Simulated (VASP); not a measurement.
# HfO2 (Fm-3m) in VASP: vibrations by perturbation theory with LDA

Aim: the vibrations by perturbation theory of HfO2 with LDA.

All numbers are computed with VASP 6.6.1; they aren't measurements. Logs are shortened: lines on timing, memory, paths and dates and some standing lists are left out, and cuts for length are marked.

**1. The cell of the first run**

It takes space group Fm-3m (No. 225, cubic). Conventional cell: a = 5.115 Å, b = 5.115 Å, c = 5.115 Å, α = 90.00°, β = 90.00°, γ = 90.00°. Within 2.9 Å of Hf (site symmetry m-3m) lie 8 O at 2.21 Å. Within 2.9 Å of O (site symmetry -43m) lie 4 Hf at 2.21 Å and 6 O at 2.56 Å.

**2. Vibrations by perturbation theory, LDA**

The input, INCAR:

```
SYSTEM = HfO2
PREC = Accurate
ENCUT = 600
EDIFF = 1E-8
ISMEAR = 0
SIGMA = 0.01
LREAL = .False.
LASPH = .True.
NELM = 120
ALGO = Normal
ISIF = 2
LWAVE = .False.
LCHARG = .False.
GGA = CA
IBRION = 8
NSW = 1
GGA_COMPAT = .False.
```

The input, KPOINTS:

```
Automatic mesh
0
Gamma
  5 5 5
  0 0 0
```

The input, POSCAR:

```
HfO2
1.0
    0.0000000000      2.5575000000      2.5575000000
    2.5575000000      0.0000000000      2.5575000000
    2.5575000000      2.5575000000      0.0000000000
Hf O
1 2
Direct
    0.0000000000      0.0000000000      0.0000000000
    0.2500000000      0.2500000000      0.2500000000
    0.7500000000      0.7500000000      0.7500000000
```

Potentials or basis: VASP PAW LDA potentials, release 64 (Hf_pv, O).

Command:

```
$ cat potpaw_LDA.64/Hf_pv/POTCAR potpaw_LDA.64/O/POTCAR > POTCAR
$ mpirun -np 1 vasp_std > vasp.out
```

OUTCAR:

```text
SYSTEM = HfO2
   PREC = Accurate
   ENCUT = 600
   EDIFF = 1E-8
   ISMEAR = 0
   LREAL = .False.
   LASPH = .True.
   NELM = 120
   ISIF = 2
   GGA = CA
   IBRION = 8
   NSW = 1

 ion  position               nearest neighbor table
   1  0.000  0.000  0.000-   3 2.21   3 2.21   3 2.21   2 2.21   3 2.21   2 2.21   2 2.21   2 2.21

   2  0.250  0.250  0.250-   1 2.21   1 2.21   1 2.21   1 2.21
   3  0.750  0.750  0.750-   1 2.21   1 2.21   1 2.21   1 2.21

  LATTYP: Found a face centered cubic cell.
 ALAT       =     5.1150000000

  Lattice vectors:

 A1 = (   0.0000000000,   2.5575000000,   2.5575000000)
 A2 = (   2.5575000000,   0.0000000000,   2.5575000000)
 A3 = (   2.5575000000,   2.5575000000,   0.0000000000)

Analysis of symmetry for initial positions (statically):
=====================================================================
 Subroutine PRICEL returns:
 Original cell was already a primitive cell.

 Routine SETGRP: Setting up the symmetry group for a
 face centered cubic supercell.

 Subroutine GETGRP returns: Found 48 space group operations
 (whereof 48 operations were pure point group operations)
 out of a pool of 48 trial point group operations.

The static configuration has the point symmetry O_h .

Analysis of symmetry for dynamics (positions and initial velocities):
=====================================================================
 Subroutine PRICEL returns:
 Original cell was already a primitive cell.

 Routine SETGRP: Setting up the symmetry group for a
 face centered cubic supercell.

 Subroutine GETGRP returns: Found 48 space group operations
 (whereof 48 operations were pure point group operations)
 out of a pool of 48 trial point group operations.

The dynamic configuration has the point symmetry O_h .

 Subroutine INISYM returns: Found 48 space group operations
 (whereof 48 operations are pure point group operations),
 and found     1 'primitive' translations

----------------------------------------------------------------------------------------

                                     Primitive cell

  volume of cell :      33.4562

  direct lattice vectors                    reciprocal lattice vectors
     0.000000000  2.557500000  2.557500000    -0.195503421  0.195503421  0.195503421
     2.557500000  0.000000000  2.557500000     0.195503421 -0.195503421  0.195503421
     2.557500000  2.557500000  0.000000000     0.195503421  0.195503421 -0.195503421

  length of vectors
     3.616851186  3.616851186  3.616851186     0.338621859  0.338621859  0.338621859

  position of ions in fractional coordinates (direct lattice)
     0.000000000  0.000000000  0.000000000
     0.250000000  0.250000000  0.250000000
     0.750000000  0.750000000  0.750000000

  ion indices of the primitive-cell ions
   primitive index   ion index
                 1           1
                 2           2
                 3           3

----------------------------------------------------------------------------------------

 KPOINTS: Automatic mesh

Automatic generation of k-mesh.
 Grid dimensions read from file:
 generate k-points for:    5    5    5

 Generating k-lattice:

  Cartesian coordinates                     Fractional coordinates (reciprocal lattice)
[... 90 lines left out ...]
  ext. energy  EPLUGINS =         0.00000000
  ---------------------------------------------------
  free energy    TOTEN  =       -32.91613591 eV

  energy without entropy =      -32.91613591  energy(sigma->0) =      -32.91613591

 E-fermi :   3.7149     XC(G=0): -12.1746

 val. band max:        3.6274814780   @ k =  -0.4000   0.4000   0.0000
 cond. band min:       7.4438219306   @ k =   0.0000   0.0000   0.0000
 fundamental gap:      3.8163404525
 Fermi energy:         3.7148882936

 k-point     1 :       0.0000    0.0000    0.0000
  band No.  band energies     occupation
      1     -25.7891      2.00000
      2     -25.7891      2.00000
      3     -25.7891      2.00000
      4     -14.4859      2.00000
      5     -11.4598      2.00000
      6      -1.4239      2.00000
      7      -1.4239      2.00000
      8      -1.4239      2.00000
      9       3.2211      2.00000
     10       3.2211      2.00000
     11       3.2211      2.00000
     12       7.4438      0.00000
     13       7.4438      0.00000
     14       9.3005      0.00000
[... 151 lines left out ...]
      4     -12.6407      2.00000
      5     -12.5492      2.00000
      6      -1.4039      2.00000
      7      -0.8396      2.00000
      8       0.7110      2.00000
      9       1.5821      2.00000
     10       2.6490      2.00000
     11       3.1460      2.00000
     12       8.1996      0.00000
     13       8.6424      0.00000
     14      10.7702      0.00000
     15      10.9319      0.00000

------------------------ aborting loop because EDIFF is reached ----------------------------------------

  FORCE on cell =-STRESS in cart. coord.  units (eV):
  Direction    XX          YY          ZZ          XY          YZ          ZX
  --------------------------------------------------------------------------------------
  -------------------------------------------------------------------------------------
  Total       -4.0880320     -4.0880320     -4.0880320      0.0000000      0.0000000     -0.0000000
  in kB     -195.7708155   -195.7708155   -195.7708155      0.0000000      0.0000000     -0.0000000
  external PRESSURE =    -195.7708155 kB  Pullay stress =       0.0000000 kB

 VOLUME and BASIS-vectors are now :
 -----------------------------------------------------------------------------
  energy-cutoff  :      600.00
  volume of cell :       33.46
      direct lattice vectors                 reciprocal lattice vectors
     0.000000000  2.557500000  2.557500000    -0.195503421  0.195503421  0.195503421
     2.557500000  0.000000000  2.557500000     0.195503421 -0.195503421  0.195503421
     2.557500000  2.557500000  0.000000000     0.195503421  0.195503421 -0.195503421

 POSITION                                       TOTAL-FORCE (eV/Angst)
 -----------------------------------------------------------------------------------
      0.00000      0.00000      0.00000         0.000000     -0.000000      0.000000
      1.27875      1.27875      1.27875         0.000000      0.000000      0.000000
      3.83625      3.83625      3.83625        -0.000000     -0.000000     -0.000000
 -----------------------------------------------------------------------------------
    total drift:                                0.000000     -0.000000      0.000000

  FREE ENERGIE OF THE ION-ELECTRON SYSTEM (eV)
  ---------------------------------------------------
  free  energy   TOTEN  =       -32.9161359070 eV

  energy  without entropy=      -32.9161359070  energy(sigma->0) =      -32.91613591

[... ionic steps 2 to 3 ...]

--------------------------------------- Ionic step        4  -------------------------------------------

------------------------ aborting loop because EDIFF is reached ----------------------------------------

[... ionic steps 5 to 6 ...]

--------------------------------------- Ionic step        7  -------------------------------------------

 Free energy of the ion-electron system (eV)
  ---------------------------------------------------
  ---------------------------------------------------
  free energy    TOTEN  =        -0.36084921 eV

  energy without entropy =       -0.36084921

------------------------ aborting loop because EDIFF is reached ----------------------------------------

 INTERNAL STRAIN TENSOR  FOR ION    2  DIRECTION 1   (eV/Angst):
 -----------------------------------------------------------------------------
     0.00207  0.00000  0.00000
     0.00000 -0.00107 -4.49558
     0.00000 -4.49558 -0.00107

 INTERNAL STRAIN TENSOR FOR ION    3 for displacements in x,y,z  (eV/Angst):
          X           Y           Z          XY          YZ          ZX
  --------------------------------------------------------------------------------
  x    -0.00000    -0.00000    -0.00000     0.00000     4.49558     0.00000
  y    -0.00000     0.00000    -0.00000    -0.00000     0.00000     4.49558
  z    -0.00000    -0.00000     0.00000     4.49558     0.00000     0.00000

 SECOND DERIVATIVES (NOT SYMMETRIZED)
 ------------------------------------
               1X          1Y          1Z          2X          2Y          2Z          3X          3Y          3Z
  1X    -2.827470    0.000000    0.000000    1.413735    0.000000    0.000000    1.413735    0.000000    0.000000
  1Y     0.000000   -2.827470    0.000000    0.000000    1.413735    0.000000    0.000000    1.413735    0.000000
  1Z     0.000000    0.000000   -2.827470    0.000000    0.000000    1.413735    0.000000    0.000000    1.413735
  2X     1.411031    0.000000    0.000000   -9.118311    0.000000    0.000000    7.707280    0.000000    0.000000
  2Y     0.000000    1.411031   -0.000000    0.000000   -9.118311    0.000000    0.000000    7.707280    0.000000
  2Z     0.000000   -0.000000    1.411031    0.000000    0.000000   -9.118311    0.000000    0.000000    7.707280
  3X     1.411031    0.000000    0.000000    7.707280    0.000000    0.000000   -9.118311    0.000000    0.000000
  3Y     0.000000    1.411031   -0.000000    0.000000    7.707280    0.000000    0.000000   -9.118311    0.000000
  3Z     0.000000   -0.000000    1.411031    0.000000    0.000000    7.707280    0.000000    0.000000   -9.118311

 Eigenvectors and eigenvalues of the dynamical matrix
 ----------------------------------------------------

   1 f  =   16.031564 THz   100.729289 2PiTHz  534.755424 cm-1    66.301193 meV
             X         Y         Z           dx          dy          dz
      0.000000  0.000000  0.000000    -0.000000   -0.000000   -0.000000
      1.278750  1.278750  1.278750    -0.706805   -0.020668   -0.000000
      3.836250  3.836250  3.836250     0.706805    0.020668    0.000000
[... 43 lines left out ...]
   9 f/i=    0.001734 THz     0.010896 2PiTHz    0.057846 cm-1     0.007172 meV
             X         Y         Z           dx          dy          dz
      0.000000  0.000000  0.000000     0.868707    0.304550    0.018011
      1.278750  1.278750  1.278750     0.260341    0.091270    0.005398
      3.836250  3.836250  3.836250     0.260341    0.091270    0.005398

--------------------------------------------------------------------------------------------------------

 ELASTIC MODULI CONTR FROM IONIC RELAXATION (kBar)
 Direction    XX          YY          ZZ          XY          YZ          ZX
 --------------------------------------------------------------------------------
 XX          -0.0000      0.0000     -0.0000      0.0000      0.0000      0.0000
 YY           0.0000     -0.0000      0.0000      0.0000      0.0000     -0.0000
 ZZ          -0.0000      0.0000     -0.0000     -0.0000      0.0000      0.0000
 XY           0.0000      0.0000     -0.0000   -115.0441      0.0000      0.0000
 YZ           0.0000      0.0000      0.0000      0.0000   -115.0441      0.0000
 ZX           0.0000     -0.0000      0.0000      0.0000      0.0000   -115.0441
 --------------------------------------------------------------------------------
```

Wall time 79 s (1 thread of Intel Xeon 8259CL, shared host); peak memory 0.19 GiB.

Results:

- Highest phonon frequency at Γ, LO-TO splitting left out: 535 cm⁻¹

Phonon frequencies in cm⁻¹ (negative: imaginary):
```tsv
q point	frequencies
(0.000, 0.000, 0.000)	0 0 0 168 168 168 535 535 535
```

Caveat: the k points lie up to 0.43 Å⁻¹ apart; the cell stands under pressure or tension, which shifts response properties; spin-orbit coupling is left out, which moves the levels of the heavy elements.
